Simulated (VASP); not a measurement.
# SnO2 (R-3m) in VASP: notebook

Runs on SnO2. Level: PBE. Tasks: single point.

Program: VASP 6.6.1. These are calculated values, not measurements. Logs are shortened: lines on timing, memory, paths and dates and some standing lists are left out, and cuts for length are marked.

## Step 1: The cell of the first run

Symmetry: R-3m, No. 166, trigonal system. Conventional cell: a = 4.312 Å, b = 4.312 Å, c = 6.337 Å, α = 90.00°, β = 90.00°, γ = 120.00°. Sn (site symmetry -3m) has 2 O at 1.58 Å within 2.1 Å. Within 2.1 Å of O (site symmetry 3m) lie 1 Sn at 1.58 Å.

## Step 2: Single point, PBE

Contents of INCAR:

```
PREC = Accurate ; ENCUT = 520
EDIFF = 1E-6 ; ISMEAR = 0
SIGMA = 0.15 ; LREAL = F
LASPH = T ; NELM = 80
ALGO = Normal ; ISIF = 2
LWAVE = F ; LCHARG = T
GGA = PE ; LELF = T
LVHAR = T ; NBANDS = 20
```

Contents of KPOINTS:

```
regular mesh
0
Gamma
  18 18 18
```

Contents of POSCAR:

```
SnO2
1.0
   -0.8130749581      2.2359561348      2.2359561348
    2.2359561348     -0.8130749581      2.2359561348
    2.2359561348      2.2359561348     -0.8130749581
Sn O
1 2
Direct
    0.0000000000      0.0000000000      0.0000000000
    0.2500000000      0.2500000000      0.2500000000
    0.7500000000      0.7500000000      0.7500000000
```

Potentials or basis: VASP PAW PBE potentials, release 64 (Sn_d, O).

On the command line:

```console
cat potpaw_PBE.64/Sn_d/POTCAR potpaw_PBE.64/O/POTCAR > POTCAR
mpirun -np 1 vasp_std > vasp.out
```

OUTCAR:

```text
PREC = Accurate
   ENCUT = 520
   EDIFF = 1E-6
   ISMEAR = 0
   LREAL = F
   LASPH = T
   NELM = 80
   ISIF = 2
   GGA = PE

 ion  position               nearest neighbor table
   1  0.000  0.000  0.000-   2 1.58   3 1.58   3 2.54   3 2.54   3 2.54   2 2.54   2 2.54   2 2.54

   2  0.250  0.250  0.250-   1 1.58   1 2.54   1 2.54   1 2.54
   3  0.750  0.750  0.750-   1 1.58   1 2.54   1 2.54   1 2.54

  LATTYP: Found a trigonal (rhomboedric) cell.
 ALAT       =     3.2649794120
 COS(alpha) =     0.1279069767

  Lattice vectors:

 A1 = (  -0.8130749581,   2.2359561348,   2.2359561348)
 A2 = (   2.2359561348,  -0.8130749581,   2.2359561348)
 A3 = (   2.2359561348,   2.2359561348,  -0.8130749581)

Analysis of symmetry for initial positions (statically):
=====================================================================
 Subroutine PRICEL returns:
 Original cell was already a primitive cell.

 Routine SETGRP: Setting up the symmetry group for a
 trigonal (rhombohedral) supercell.

 Subroutine GETGRP returns: Found 12 space group operations
 (whereof 12 operations were pure point group operations)
 out of a pool of 12 trial point group operations.

The static configuration has the point symmetry D_3d.

Analysis of symmetry for dynamics (positions and initial velocities):
=====================================================================
 Subroutine PRICEL returns:
 Original cell was already a primitive cell.

 Routine SETGRP: Setting up the symmetry group for a
 trigonal (rhombohedral) supercell.

 Subroutine GETGRP returns: Found 12 space group operations
 (whereof 12 operations were pure point group operations)
 out of a pool of 12 trial point group operations.

The dynamic configuration has the point symmetry D_3d.

 Subroutine INISYM returns: Found 12 space group operations
 (whereof 12 operations are pure point group operations),
 and found     1 'primitive' translations

----------------------------------------------------------------------------------------

                                     Primitive cell

  volume of cell :      34.0147

  direct lattice vectors                    reciprocal lattice vectors
    -0.813074958  2.235956135  2.235956135    -0.127545072  0.200427970  0.200427970
     2.235956135 -0.813074958  2.235956135     0.200427970 -0.127545072  0.200427970
     2.235956135  2.235956135 -0.813074958     0.200427970  0.200427970 -0.127545072

  length of vectors
     3.264979412  3.264979412  3.264979412     0.310822276  0.310822276  0.310822276

  position of ions in fractional coordinates (direct lattice)
     0.000000000  0.000000000  0.000000000
     0.250000000  0.250000000  0.250000000
     0.750000000  0.750000000  0.750000000

  ion indices of the primitive-cell ions
   primitive index   ion index
                 1           1
                 2           2
                 3           3

----------------------------------------------------------------------------------------

 KPOINTS: regular mesh

Automatic generation of k-mesh.
 Grid dimensions read from file:
 generate k-points for:   18   18   18

 Generating k-lattice:

  Cartesian coordinates                     Fractional coordinates (reciprocal lattice)
    -0.007085837  0.011134887  0.011134887     0.055555556  0.000000000  0.000000000
     0.011134887 -0.007085837  0.011134887     0.000000000  0.055555556  0.000000000
     0.011134887  0.011134887 -0.007085837     0.000000000  0.000000000  0.055555556

  Length of vectors
     0.017267904  0.017267904  0.017267904

  Shift w.r.t. Gamma in fractional coordinates (k-lattice)
     0.000000000  0.000000000  0.000000000

 Subroutine IBZKPT returns following result:
 ===========================================

 Found    580 irreducible k-points:

 Following reciprocal coordinates:
            Coordinates               Weight
  0.000000  0.000000  0.000000      1.000000
  0.055556 -0.000000 -0.000000      6.000000
  0.111111 -0.000000 -0.000000      6.000000
  0.166667 -0.000000 -0.000000      6.000000
  0.222222 -0.000000 -0.000000      6.000000
  0.277778 -0.000000 -0.000000      6.000000
[... 16 lines left out ...]
 -0.277778  0.055556  0.000000     12.000000
 -0.222222  0.055556  0.000000     12.000000
 [... further k-points ...]
   k-points           NKPTS =    580   k-points in BZ     NKDIM =    580   number of bands    NBANDS=     20
   number of dos      NEDOS =    301   number of ions     NIONS =      3
   total plane-waves  NPLWV =  13824
   dimension x,y,z NGX =    24 NGY =   24 NGZ =   24
   dimension x,y,z NGXF=    48 NGYF=   48 NGZF=   48
   ions per type =               1   2
   NGX,Y,Z   is equivalent  to a cutoff of  12.22, 12.22, 12.22 a.u.
   NGXF,Y,Z  is equivalent  to a cutoff of  24.44, 24.44, 24.44 a.u.
 SYSTEM =  unknown system
   PREC   = accura    normal or accurate (medium, high low for compatibility)
   ISTART =      0    job   : 0-new  1-cont  2-samecut
   ICHARG =      2    charge: 1-file 2-atom 10-const
   ISPIN  =      1    spin polarized calculation?
   LNONCOLLINEAR =      F non collinear calculations
   LSORBIT =      F    spin-orbit coupling
   LASPH  =      T    aspherical Exc in radial PAW
   ENCUT  =  520.0 eV  38.22 Ry    6.18 a.u.   6.07  6.07  6.07*2*pi/ulx,y,z
   NELM   =     80;   NELMIN=  2; NELMDL= -5     # of ELM steps
   EDIFF  = 0.1E-05   stopping-criterion for ELM
   LREAL  =      F    real-space projection
   EDIFFG = 0.1E-04   stopping-criterion for IOM
   NSW    =      0    number of steps for IOM
   IBRION =     -1    ionic relax: 0-MD 1-quasi-New 2-CG
   NFREE  =      0    steps in history (QN), initial steepest desc. (CG)
   ISIF   =      2    stress and relaxation
   ISYM   =      2    0-nonsym 1-usesym 2-fastsym
   POTIM  = 0.5000    time-step for ionic-motion
   TEBEG  =    0.0;   TEEND  =   0.0 temperature during run
   PSTRESS=    0.0 pullay stress
   NELECT =      26.0000    total number of electrons
   NUPDOWN=      -1.0000    fix difference up-down
   EMIN   =  10.00;   EMAX   =-10.00  energy-range for DOS
   EFERMI =   0.00;   METHOD = LEGACY
   ISMEAR =     0;   SIGMA  =   0.15  broadening in eV -4-tet -1-fermi 0-gaus
   EFERMI_NEDOS =   21; number of points for ismear=-14 and -15
   IALGO  =     38    algorithm
   IMIX   =      4    mixing-type and parameters
     AMIX     =   0.40;   BMIX     =  1.00
     AMIX_MAG =   1.60;   BMIX_MAG =  1.00
  volume/ion in A,a.u.               =      11.34        76.51
  Fermi-wavevector in a.u.,A,eV,Ry     =   1.496846  2.828628 30.484490  2.240547
  Thomas-Fermi vector in A             =   2.608810
   LORBIT       =      0    0 simple, 1 ext, 2 COOP (PROOUT), +10 PAW based schemes
   GGA     = PE    functional components
   LHFCALC =     F    Hartree Fock is set to
   AEXX    =    0.0000 exact exchange contribution
   IVDW    =     0    specifies the selected vdW correction
   LEPSILON=     F    determine dielectric tensor
   LRPA    =     F    only Hartree local field effects (RPA)
 non-spin polarized calculation
 Gauss-broadening in eV      SIGMA  =   0.15
  energy-cutoff  :      520.00
  volume of cell :       34.01
 maximum number of plane-waves:       930
   NGX = 13   NGY = 13   NGZ = 13

 number of electron      26.0000000 magnetization

 Free energy of the ion-electron system (eV)
  ---------------------------------------------------
  ext. energy  EPLUGINS =         0.00000000
  ---------------------------------------------------
  free energy    TOTEN  =       -12.34933809 eV

  energy without entropy =      -12.34933809  energy(sigma->0) =      -12.34933809

 E-fermi :   7.3122     XC(G=0): -11.4848

 val. band max:        6.6357013398   @ k =   0.5000   0.5000  -0.0000
 cond. band min:      10.3180757302   @ k =   0.0000   0.0000   0.0000
 fundamental gap:      3.6823743904
 Fermi energy:         7.3122456710

 k-point     1 :       0.0000    0.0000    0.0000
  band No.  band energies     occupation
      1     -17.1740      2.00000
      2     -13.6461      2.00000
      3     -13.6461      2.00000
      4     -13.2913      2.00000
      5     -13.2913      2.00000
      6     -10.4914      2.00000
[... 12 lines left out ...]
     19      25.2609      0.00000
     20      26.5804      0.00000

 k-point     2 :       0.0556   -0.0000   -0.0000
  band No.  band energies     occupation
      1     -17.1709      2.00000
      2     -13.6456      2.00000
      3     -13.6406      2.00000
      4     -13.2931      2.00000
      5     -13.2931      2.00000
      6     -10.5950      2.00000
[... 12 lines left out ...]
     19      25.0386      0.00000
     20      26.0867      0.00000

 k-point     3 :       0.1111   -0.0000   -0.0000
  band No.  band energies     occupation
      1     -17.1624      2.00000
      2     -13.6442      2.00000
      3     -13.6240      2.00000
      4     -13.2980      2.00000
      5     -13.2979      2.00000
      6     -10.7561      2.00000
[... 12 lines left out ...]
     19      24.5492      0.00000
     20      25.7560      0.00000

 k-point     4 :       0.1667   -0.0000   -0.0000
  band No.  band energies     occupation
      1     -17.1497      2.00000
      2     -13.6422      2.00000
      3     -13.5968      2.00000
      4     -13.3054      2.00000
      5     -13.3046      2.00000
      6     -10.9052      2.00000
[... 12 lines left out ...]
     19      23.9611      0.00000
     20      25.5100      0.00000

 k-point     5 :       0.2222   -0.0000   -0.0000
  band No.  band energies     occupation
      1     -17.1352      2.00000
      2     -13.6398      2.00000
      3     -13.5603      2.00000
      4     -13.3143      2.00000
      5     -13.3116      2.00000
      6     -11.0336      2.00000
[... 12 lines left out ...]
     19      23.4673      0.00000
     20      25.2577      0.00000
[... 353 lines left out ...]
      6     -11.2158      2.00000
[... 12 lines left out ...]
     19      23.1588      0.00000
     20      24.5411      0.00000

 k-point    22 :      -0.3333    0.0556    0.0000
  band No.  band energies     occupation
      1     -17.1134      2.00000
      2     -13.6315      2.00000
      3     -13.4787      2.00000
      4     -13.3344      2.00000
      5     -13.3247      2.00000
      6     -11.1226      2.00000
[... 12 lines left out ...]
     19      23.1970      0.00000
     20      24.6930      0.00000

 k-point    23 :      -0.2778    0.0556    0.0000
  band No.  band energies     occupation
      1     -17.1259      2.00000
      2     -13.6336      2.00000
      3     -13.5234      2.00000
      4     -13.3264      2.00000
      5     -13.3198      2.00000
      6     -11.0127      2.00000
[... 12 lines left out ...]
     19      23.3426      0.00000
     20      24.9101      0.00000

 k-point    24 :      -0.2222    0.0556    0.0000
  band No.  band energies     occupation
      1     -17.1396      2.00000
      2     -13.6360      2.00000
      3     -13.5656      2.00000
      4     -13.3180      2.00000
      5     -13.3126      2.00000
      6     -10.8876      2.00000
[... 12 lines left out ...]
     19      23.6849      0.00000
     20      25.1554      0.00000

 [... further k-points ...]

------------------------ aborting loop because EDIFF is reached ----------------------------------------

  FORCE on cell =-STRESS in cart. coord.  units (eV):
  Direction    XX          YY          ZZ          XY          YZ          ZX
  --------------------------------------------------------------------------------------
  -------------------------------------------------------------------------------------
  Total       19.2633691     19.2633691     19.2633691     18.1350097     18.1350097     18.1350097
  in kB      907.3524625    907.3524625    907.3524625    854.2039390    854.2039390    854.2039390
  external PRESSURE =     907.3524625 kB  Pullay stress =       0.0000000 kB

 VOLUME and BASIS-vectors are now :
 -----------------------------------------------------------------------------
  energy-cutoff  :      520.00
  volume of cell :       34.01
      direct lattice vectors                 reciprocal lattice vectors
    -0.813074958  2.235956135  2.235956135    -0.127545072  0.200427970  0.200427970
     2.235956135 -0.813074958  2.235956135     0.200427970 -0.127545072  0.200427970
     2.235956135  2.235956135 -0.813074958     0.200427970  0.200427970 -0.127545072

 POSITION                                       TOTAL-FORCE (eV/Angst)
 -----------------------------------------------------------------------------------
      0.00000      0.00000      0.00000         0.000000      0.000000     -0.000000
      0.91471      0.91471      0.91471         9.620937      9.620937      9.620937
      2.74413      2.74413      2.74413        -9.620937     -9.620937     -9.620937
 -----------------------------------------------------------------------------------
    total drift:                               -0.000000      0.000000      0.000000

  FREE ENERGIE OF THE ION-ELECTRON SYSTEM (eV)
  ---------------------------------------------------
  free  energy   TOTEN  =       -12.3493380914 eV

  energy  without entropy=      -12.3493380914  energy(sigma->0) =      -12.34933809
```

Wall time 3.7 min (1 thread of Oxide Virtual Turin-like, shared host); peak memory 0.39 GiB.

What came out:

```
Free energy            : -12.3493 eV
Pressure               : 90.7 GPa
Largest force          : 16.664 eV/Å
Band gap on the k mesh : 3.68 eV (least direct gap 4.38 eV)
```

Forces on the atoms (eV/Å):
```
Sn   0.000  0.000  0.000
O    9.621  9.621  9.621
O   -9.621 -9.621 -9.621
```

Stress tensor (GPa, compression positive):
```
90.74 85.42 85.42
85.42 90.74 85.42
85.42 85.42 90.74
```

Levels at points of the mesh, in eV from the valence-band top:
| k point | band 10 | band 11 | band 12 | band 13 | band 14 | band 15 | band 16 | band 17 |
| --- | --- | --- | --- | --- | --- | --- | --- | --- |
| (0.00, 0.00, 0.00) | -2.36 | -2.15 | -0.70 | -0.70 | 3.68 | 5.61 | 5.61 | 17.90 |
| (0.50, 0.00, 0.00) | -2.46 | -1.83 | -1.25 | -0.91 | 7.31 | 7.34 | 8.10 | 13.67 |
| (0.50, 0.50, 0.00) | -3.21 | -1.29 | -0.55 | 0.00 | 6.27 | 7.12 | 10.32 | 12.08 |
| (0.50, 0.50, 0.50) | -4.39 | -3.44 | -1.95 | -1.95 | 9.20 | 9.71 | 9.84 | 9.84 |

Caveat: the cell stands under pressure; spin-orbit coupling is left out, which moves the levels of the heavy elements; forces of over 1 eV/Å act on the atoms, so gaps and moduli don't describe the material at rest.

## Step 3: Single point, PBE

This run uses another cell than the first one, of the same volume but with other edges.

Contents of INCAR:

```
ALGO = Normal
EDIFF = 1E-6
ENCUT = 520
GGA = PE
ISIF = 2
ISMEAR = 0
LASPH = T
LCHARG = F
LREAL = F
LWAVE = F
NBANDS = 20
NELM = 100
PREC = Accurate
SIGMA = 0.15
```

Contents of KPOINTS:

```
k-points
0
Gamma
  18 18 18
```

Contents of POSCAR:

```
SnO2
1.0
   -0.2714809090      2.4433281813      2.4433281813
    2.4433281813     -0.2714809090      2.4433281813
    2.4433281813      2.4433281813     -0.2714809090
Sn O
1 2
Direct
    0.0000000000      0.0000000000      0.0000000000
    0.2500000000      0.2500000000      0.2500000000
    0.7500000000      0.7500000000      0.7500000000
```

Potentials or basis: VASP PAW PBE potentials, release 64 (Sn_d, O).

On the command line:

```console
cat potpaw_PBE.64/Sn_d/POTCAR potpaw_PBE.64/O/POTCAR > POTCAR
mpirun -np 1 vasp_std > vasp.out
```

Wall time 5.2 min (1 thread of Oxide Virtual Turin-like, shared host); peak memory 0.41 GiB.

Results (log left out):

* Free energy: -17.7521 eV
* Pressure: 6.8 GPa
* Largest force: 1.126 eV/Å
* Band gap on the k mesh: 0.45 eV (least direct gap 1.26 eV)

Forces on the atoms (eV/Å):
```
Sn   0.000  0.000  0.000
O    0.650  0.650  0.650
O   -0.650 -0.650 -0.650
```

Stress tensor (GPa, compression positive):
```
6.80 6.70 6.70
6.70 6.80 6.70
6.70 6.70 6.80
```

Levels at points of the mesh, in eV from the valence-band top:
| k point | band 9 | band 10 | band 11 | band 12 | band 13 | band 14 | band 15 | band 16 | band 17 | band 18 |
| --- | --- | --- | --- | --- | --- | --- | --- | --- | --- | --- |
| (0.00, 0.00, 0.00) | -2.88 | -2.55 | -1.98 | -0.81 | -0.81 | 0.45 | 6.07 | 6.07 | 10.05 | 13.78 |
| (0.50, 0.00, 0.00) | -3.96 | -2.99 | -2.63 | -1.93 | -1.68 | 4.66 | 7.79 | 8.70 | 11.99 | 14.23 |
| (0.50, 0.50, 0.00) | -5.48 | -4.79 | -0.36 | -0.17 | 0.00 | 3.57 | 6.76 | 10.09 | 11.18 | 12.88 |
| (0.50, 0.50, 0.50) | -3.88 | -3.56 | -3.56 | -2.07 | -2.07 | 5.34 | 8.63 | 10.09 | 10.09 | 14.86 |

Caveat: the cell stands under pressure; semilocal functionals underestimate gaps, and a narrow one can read as zero; spin-orbit coupling is left out, which moves the levels of the heavy elements; forces of over 1 eV/Å act on the atoms, so gaps and moduli don't describe the material at rest.

## Step 4: Single point, PBE

Contents of INCAR:

```
ALGO = Normal
EDIFF = 1E-6
ENCUT = 520
GGA = PE
ISIF = 2
ISMEAR = 0
LASPH = T
LCHARG = T
LELF = T
LREAL = F
LVHAR = T
LWAVE = F
NBANDS = 20
NELM = 80
PREC = Accurate
SIGMA = 0.15
```

KPOINTS is that of step 3.

Contents of POSCAR:

```
SnO2
1.0
   -1.0800263395      2.1600526791      2.1600526791
    2.1600526791     -1.0800263395      2.1600526791
    2.1600526791      2.1600526791     -1.0800263395
Sn O
1 2
Direct
    0.0000000000      0.0000000000      0.0000000000
    0.2500000000      0.2500000000      0.2500000000
    0.7500000000      0.7500000000      0.7500000000
```

On the command line:

```console
cat potpaw_PBE.64/Sn_d/POTCAR potpaw_PBE.64/O/POTCAR > POTCAR
mpirun -np 1 vasp_std > vasp.out
```

It took 5.8 min on 1 thread of Oxide Virtual Turin-like, shared host; peak memory 0.39 GiB.

It converged, with:

| Property | Result |
| --- | --- |
| Free energy | -2.2488 eV |
| Pressure | 190.7 GPa |
| Largest force | 40.660 eV/Å |
| Band gap on the k mesh | 5.38 eV (least direct gap 6.15 eV) |

Forces in eV/Å, atoms in the order of the input:
```
Sn    0.000   0.000   0.000
O    23.475  23.475  23.475
O   -23.475 -23.475 -23.475
```

Stress tensor (GPa, compression positive):
```
190.68 184.51 184.51
184.51 190.68 184.51
184.51 184.51 190.68
```

Levels at points of the mesh, in eV from the valence-band top:
```tsv
k point	band 9	band 10	band 11	band 12	band 13	band 14	band 15	band 16	band 17	band 18
(0.00, 0.00, 0.00)	-1.95	-1.95	-1.85	-1.82	-1.82	5.38	5.95	5.95	17.60	17.60
(0.50, 0.00, 0.00)	-3.72	-2.77	-2.68	-0.82	-0.76	7.69	7.74	9.01	13.55	15.36
(0.50, 0.50, 0.00)	-5.67	-2.76	-2.36	-0.53	0.00	6.15	8.96	9.35	12.88	14.02
(0.50, 0.50, 0.50)	-5.21	-4.91	-3.28	-1.81	-1.81	8.89	8.89	10.03	11.98	12.90
```

Caveat: atoms lie so close that the PAW spheres overlap strongly, which falsifies energies and pressures; the cell stands under pressure; spin-orbit coupling is left out, which moves the levels of the heavy elements; forces of over 1 eV/Å act on the atoms, so gaps and moduli don't describe the material at rest.

[end of part 1 of 2]
